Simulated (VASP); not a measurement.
# BN (P6_3mc) in VASP: notebook

BN is run at these levels: PBE; tasks: G0W0 quasiparticle levels.

Everything below comes from runs of VASP 6.6.1. Logs are shortened: lines on timing, memory, paths and dates and some standing lists are left out, and cuts for length are marked.

## (1) The cell of the first run

The structure is hexagonal, space group P6_3mc (No. 186). The conventional cell has a = 2.442 Å, b = 2.442 Å, c = 4.040 Å, α = 90.00°, β = 90.00°, γ = 120.00°. B (site symmetry 3m) has 4 N at 1.50 to 1.51 Å within 2.0 Å. N (site symmetry 3m) has 4 B at 1.50 to 1.51 Å within 2.0 Å.

## (2) G0W0 quasiparticle levels, PBE

POSCAR reads:

```
BN
1.0
    2.4421919996      0.0000000000      0.0000000000
   -1.2210959998      2.1150003125      0.0000000000
    0.0000000000      0.0000000000      4.0395027278
B N
2 2
Direct
    0.3333333333      0.6666666667      0.0006174658
    0.6666666667      0.3333333333      0.5006174658
    0.3333333333      0.6666666667      0.3743825342
    0.6666666667      0.3333333333      0.8743825342
```

INCAR.step1 reads:

```
ALGO = Normal
EDIFF = 1E-8
ENCUT = 500
GGA = PE
ISMEAR = 0
LASPH = T
LCHARG = F
LREAL = F
LWAVE = T
NELM = 100
PREC = Accurate
SIGMA = 0.01
```

INCAR.step2 reads:

```
ALGO = Exact
EDIFF = 1E-8
ENCUT = 500
GGA = PE
ISMEAR = 0
ISTART = 1
LASPH = T
LCHARG = F
LOPTICS = T
LREAL = F
LWAVE = T
NBANDS = 95
NELM = 1
PREC = Accurate
SIGMA = 0.01
```

INCAR.step3 reads:

```
ALGO = EVGW0
EDIFF = 1E-8
ENCUT = 500
ENCUTGW = 150.0
GGA = PE
ISMEAR = 0
ISTART = 1
LASPH = T
LCHARG = F
LREAL = F
LWAVE = F
NBANDS = 95
NBANDSGW = 16
NELMGW = 1
NOMEGA = 96
OMEGAMAX = 20
PREC = Accurate
PRECFOCK = Fast
SIGMA = 0.01
```

KPOINTS reads:

```
k-points
0
Gamma
  6 6 4
```

Potentials or basis: VASP PAW PBE potentials, release 64 (B_GW, N_GW).

Started as:

```console
> cat potpaw_PBE.64/B_GW/POTCAR potpaw_PBE.64/N_GW/POTCAR > POTCAR
> cp INCAR.step1 INCAR
> mpirun -np 1 vasp_std > vasp.out
> cp INCAR.step2 INCAR
> mpirun -np 1 vasp_std > vasp.out
> cp INCAR.step3 INCAR
> mpirun -np 1 vasp_std > vasp.out
```

OUTCAR:

```text
EDIFF = 1E-8
   ENCUT = 500
   ENCUTGW = 150.0
   GGA = PE
   ISMEAR = 0
   ISTART = 1
   LASPH = T
   LREAL = F
   NELMGW = 1
   PREC = Accurate
   PRECFOCK = Fast

 ion  position               nearest neighbor table
   1  0.333  0.667  0.001-   4 1.50   4 1.50   4 1.50   3 1.51
   2  0.667  0.333  0.501-   3 1.50   3 1.50   3 1.50   4 1.51
   3  0.333  0.667  0.374-   2 1.50   2 1.50   2 1.50   1 1.51
   4  0.667  0.333  0.874-   1 1.50   1 1.50   1 1.50   2 1.51

  LATTYP: Found a hexagonal cell.
 ALAT       =     2.4421919996
 C/A-ratio  =     1.6540479735

  Lattice vectors:

 A1 = (   2.4421919996,   0.0000000000,   0.0000000000)
 A2 = (  -1.2210959998,   2.1150003125,   0.0000000000)
 A3 = (   0.0000000000,   0.0000000000,   4.0395027278)

Analysis of symmetry for initial positions (statically):
=====================================================================
 Subroutine PRICEL returns:
 Original cell was already a primitive cell.

 Routine SETGRP: Setting up the symmetry group for a
 hexagonal supercell.

 Subroutine GETGRP returns: Found 12 space group operations
 (whereof  6 operations were pure point group operations)
 out of a pool of 24 trial point group operations.

The static configuration has the point symmetry C_3v.
 The point group associated with its full space group is C_6v.

Analysis of symmetry for dynamics (positions and initial velocities):
=====================================================================
 Subroutine PRICEL returns:
 Original cell was already a primitive cell.

 Routine SETGRP: Setting up the symmetry group for a
 hexagonal supercell.

 Subroutine GETGRP returns: Found 12 space group operations
 (whereof  6 operations were pure point group operations)
 out of a pool of 24 trial point group operations.

The dynamic configuration has the point symmetry C_3v.
 The point group associated with its full space group is C_6v.

 Subroutine INISYM returns: Found 12 space group operations
 (whereof  6 operations are pure point group operations),
 and found     1 'primitive' translations

----------------------------------------------------------------------------------------

                                     Primitive cell

  volume of cell :      20.8650

  direct lattice vectors                    reciprocal lattice vectors
     2.442192000  0.000000000  0.000000000     0.409468216  0.236406584  0.000000000
    -1.221096000  2.115000312  0.000000000     0.000000000  0.472813169  0.000000000
     0.000000000  0.000000000  4.039502728     0.000000000  0.000000000  0.247555223

  length of vectors
     2.442192000  2.442192000  4.039502728     0.472813169  0.472813169  0.247555223

  position of ions in fractional coordinates (direct lattice)
     0.333333333  0.666666667  0.000617466
     0.666666667  0.333333333  0.500617466
     0.333333333  0.666666667  0.374382534
     0.666666667  0.333333333  0.874382534

  ion indices of the primitive-cell ions
   primitive index   ion index
                 1           1
                 2           2
                 3           3
                 4           4

----------------------------------------------------------------------------------------

 KPOINTS: k-points

Automatic generation of k-mesh.
 Grid dimensions read from file:
 generate k-points for:    6    6    4

 Generating k-lattice:

  Cartesian coordinates                     Fractional coordinates (reciprocal lattice)
     0.068244703  0.039401097  0.000000000     0.166666667  0.000000000  0.000000000
     0.000000000  0.078802195  0.000000000     0.000000000  0.166666667  0.000000000
     0.000000000  0.000000000  0.061888806     0.000000000  0.000000000  0.250000000

  Length of vectors
     0.078802195  0.078802195  0.061888806

  Shift w.r.t. Gamma in fractional coordinates (k-lattice)
     0.000000000  0.000000000  0.000000000

 Subroutine IBZKPT returns following result:
 ===========================================

 Found     21 irreducible k-points:

 Following reciprocal coordinates:
            Coordinates               Weight
  0.000000  0.000000  0.000000      1.000000
  0.166667 -0.000000  0.000000      6.000000
  0.333333 -0.000000  0.000000      6.000000
  0.500000 -0.000000  0.000000      3.000000
  0.166667  0.166667  0.000000      6.000000
  0.333333  0.166667  0.000000     12.000000
[... 13 lines left out ...]
  0.333333  0.166667  0.500000     12.000000
  0.333333  0.333333  0.500000      2.000000
   k-points           NKPTS =     21   k-points in BZ     NKDIM =    144   number of bands    NBANDS=     95
   number of dos      NEDOS =    301   number of ions     NIONS =      4
   total plane-waves  NPLWV =   9720
   dimension x,y,z NGX =    18 NGY =   18 NGZ =   30
   dimension x,y,z NGXF=    36 NGYF=   36 NGZF=   60
   ions per type =               2   2
   NGX,Y,Z   is equivalent  to a cutoff of  12.25, 12.25, 12.35 a.u.
   NGXF,Y,Z  is equivalent  to a cutoff of  24.51, 24.51, 24.69 a.u.
 SYSTEM =  unknown system
   PREC   = accura    normal or accurate (medium, high low for compatibility)
   ISTART =      1    job   : 0-new  1-cont  2-samecut
   ICHARG =      0    charge: 1-file 2-atom 10-const
   ISPIN  =      1    spin polarized calculation?
   LNONCOLLINEAR =      F non collinear calculations
   LSORBIT =      F    spin-orbit coupling
   LASPH  =      T    aspherical Exc in radial PAW
   ENCUT  =  500.0 eV  36.75 Ry    6.06 a.u.   4.45  4.45  7.36*2*pi/ulx,y,z
   NELM   =     60;   NELMIN=  2; NELMDL=  0     # of ELM steps
   EDIFF  = 0.1E-07   stopping-criterion for ELM
   LREAL  =      F    real-space projection
   EDIFFG = 0.1E-06   stopping-criterion for IOM
   NSW    =      0    number of steps for IOM
   IBRION =     -1    ionic relax: 0-MD 1-quasi-New 2-CG
   NFREE  =      0    steps in history (QN), initial steepest desc. (CG)
   ISIF   =      0    stress and relaxation
   ISYM   =      3    0-nonsym 1-usesym 2-fastsym
   POTIM  = 0.5000    time-step for ionic-motion
   TEBEG  =    0.0;   TEEND  =   0.0 temperature during run
   PSTRESS=    0.0 pullay stress
   NELECT =      16.0000    total number of electrons
   NUPDOWN=      -1.0000    fix difference up-down
   EMIN   =  10.00;   EMAX   =-10.00  energy-range for DOS
   EFERMI =   0.00;   METHOD = LEGACY
   ISMEAR =     0;   SIGMA  =   0.01  broadening in eV -4-tet -1-fermi 0-gaus
   EFERMI_NEDOS =   21; number of points for ismear=-14 and -15
   IALGO  =     38    algorithm
   IMIX   =      4    mixing-type and parameters
     AMIX     =   0.40;   BMIX     =  1.00
     AMIX_MAG =   1.60;   BMIX_MAG =  1.00
  volume/ion in A,a.u.               =       5.22        35.20
  Fermi-wavevector in a.u.,A,eV,Ry     =   1.498449  2.831659 30.549854  2.245351
  Thomas-Fermi vector in A             =   2.610207
   LORBIT       =      0    0 simple, 1 ext, 2 COOP (PROOUT), +10 PAW based schemes
   GGA     = PE    functional components
   LHFCALC =     T    Hartree Fock is set to
   PRECFOCK=fast      Normal, Fast or Accurate (Low or Medium for compatibility)
   ENCUT4O =  -1.0   cutoff for four orbital integrals eV
   NKREDX  =     1    reduce k-point grid by
   NKREDY  =     1    reduce k-point grid by
   NKREDZ  =     1    reduce k-point grid by
   AEXX    =    1.0000 exact exchange contribution
   HFSCREEN=    0.0000 screening length (either q_TF or 0.3 A-1)
   HFSCREENC=   0.0000 screening length for correlation (either q_TF or 0.3 A-1)
   ENCUTFOCK=  -1.0 apply spherical cutoff to Coloumb kernel
   IVDW    =     0    specifies the selected vdW correction
   LEPSILON=     F    determine dielectric tensor
   LRPA    =     F    only Hartree local field effects (RPA)
   LRPAFORCE           =     F    calculate RPA forces
   ENCUTGW             = 150.0    cutoff for response function in eV
   ENCUTGWSOFT         = 120.0    soft cutoff for Coulomb kernel in GW response function in eV
   ENCUTLF             =  -1.0    cutoff for local field effects
   NELMGW              =     1    number of iterations in solving QP/BSE equation
   NELMHF              =     1    number of iterations in the inner HF iteration
   NKREDLFX            =     1    NKREDLFY  =   1   NKREDLFZ  =   1
 non-spin polarized calculation
 Gauss-broadening in eV      SIGMA  =   0.01
  energy-cutoff  :      500.00
  volume of cell :       20.86
 maximum number of plane-waves:       549
 NGX is ok and might be reduce to    18
  NGX = 12; NGY = 12; NGZ = 20
   NGX =  9   NGY =  9   NGZ = 15
 maximum number of plane-waves:        99
 NGX is ok and might be reduce to    10

 QP shifts <psi_nk| G(iteration)W_0 |psi_nk>: iteration 1
 for sc-GW calculations column KS-energies equals QP-energies in previous step
 and V_xc(KS)=  KS-energies - (<T + V_ion + V_H > + <T+V_H+V_ion>^1  + <V_x>^1)

 k-point   1 :       0.0000    0.0000    0.0000
  band No.  KS-energies  QP-energies   sigma(KS)   V_xc(KS)     V^pw_x(r,r')   Z            occupation Imag(sigma)

      1     -12.6605     -14.6257     -18.3522     -15.8041     -27.1676       0.7713       2.0000       1.3143
      2      -7.9038      -9.5147     -19.2489     -17.1228     -27.2592       0.7577       2.0000       0.6975
      3      -2.9161      -4.5664     -17.1027     -14.9388     -22.5285       0.7626       2.0000       0.1362
      4       6.8598       5.8571     -19.0320     -17.8214     -22.2340       0.8283       2.0000       0.0306
      5       6.8598       5.8571     -19.0320     -17.8214     -22.2340       0.8283       2.0000       0.0306
      6       8.9077       8.1415     -19.5300     -18.6124     -22.2779       0.8351       2.0000       0.0260
[... 8 lines left out ...]
     15      22.1485      23.8561     -13.0574     -15.1127      -7.2821       0.8308       0.0000      -0.0513
     16      27.1497      28.8779     -14.4012     -16.6017      -7.3142       0.7854       0.0000      -0.1223

 k-point   2 :       0.1667   -0.0000    0.0000
  band No.  KS-energies  QP-energies   sigma(KS)   V_xc(KS)     V^pw_x(r,r')   Z            occupation Imag(sigma)

      1     -11.9986     -13.9413     -18.3768     -15.8978     -27.0677       0.7837       2.0000       1.2322
      2      -7.3937      -8.9869     -19.3727     -17.2578     -27.2515       0.7533       2.0000       0.6242
      3      -2.2720      -3.9087     -17.1628     -15.0338     -22.3779       0.7688       2.0000       0.1114
      4       4.2982       3.0185     -18.4924     -16.9270     -22.1842       0.8175       2.0000       0.0385
      5       5.7745       4.6694     -18.7074     -17.3675     -22.0855       0.8247       2.0000       0.0339
      6       7.1597       6.1589     -19.3158     -18.1070     -22.5319       0.8280       2.0000       0.0305
[... 8 lines left out ...]
     15      23.9918      25.8156     -13.4320     -15.6613      -7.2396       0.8181       0.0000      -0.0618
     16      25.8132      27.1680     -12.8484     -14.5056      -6.6598       0.8175       0.0000      -0.0800
[... 348 lines left out ...]
      5       2.9846       1.6235     -18.0177     -16.3433     -21.8993       0.8129       2.0000       0.0437
      6       2.9846       1.6235     -18.0177     -16.3433     -21.8993       0.8129       2.0000       0.0437
[... 8 lines left out ...]
     15      27.3972      29.2290     -14.3064     -16.6290      -7.2435       0.7887       0.0000      -0.1157
     16      27.3972      29.2290     -14.3064     -16.6290      -7.2435       0.7887       0.0000      -0.1157

 k-point  21 :       0.3333    0.3333    0.5000
  band No.  KS-energies  QP-energies   sigma(KS)   V_xc(KS)     V^pw_x(r,r')   Z            occupation Imag(sigma)

      1      -6.4014      -7.9634     -19.6901     -17.6212     -27.3306       0.7550       2.0000       0.5081
      2      -6.4014      -7.9634     -19.6901     -17.6212     -27.3306       0.7550       2.0000       0.5081
      3      -0.4033      -2.0767     -17.9761     -15.8418     -22.9095       0.7840       2.0000       0.0777
      4      -0.4033      -2.0767     -17.9761     -15.8418     -22.9095       0.7840       2.0000       0.0777
      5       0.4312      -1.0679     -17.1729     -15.2971     -21.4897       0.7992       2.0000       0.0604
      6       0.4312      -1.0679     -17.1729     -15.2971     -21.4897       0.7992       2.0000       0.0604
[... 8 lines left out ...]
     15      28.0535      29.9500     -14.5312     -16.9588      -7.1835       0.7812       0.0000      -0.1356
     16      28.0535      29.9500     -14.5312     -16.9588      -7.1835       0.7812       0.0000      -0.1356
```

Wall time 2.3 min (1 thread of Intel Xeon 6975P-C (Granite Rapids), shared host); peak memory 0.35 GiB.

What came out:

```yaml
Quasiparticle_gap: 6.39 eV
Least_direct_quasiparticle_gap: 10.94 eV
Band_gap_of_the_starting_levels_on_the_mesh: 4.91 eV
Least_direct_gap_of_the_starting_levels_on_the_mesh: 8.86 eV
```

Caveat: the k points lie up to 0.50 Å⁻¹ apart; bands, screening cutoff and mesh are small and nothing is extrapolated, so the quasiparticle values aren't converged; the structure was generated, so it needn't be the stable form of BN.

(Part 1 of 2 ends here.)
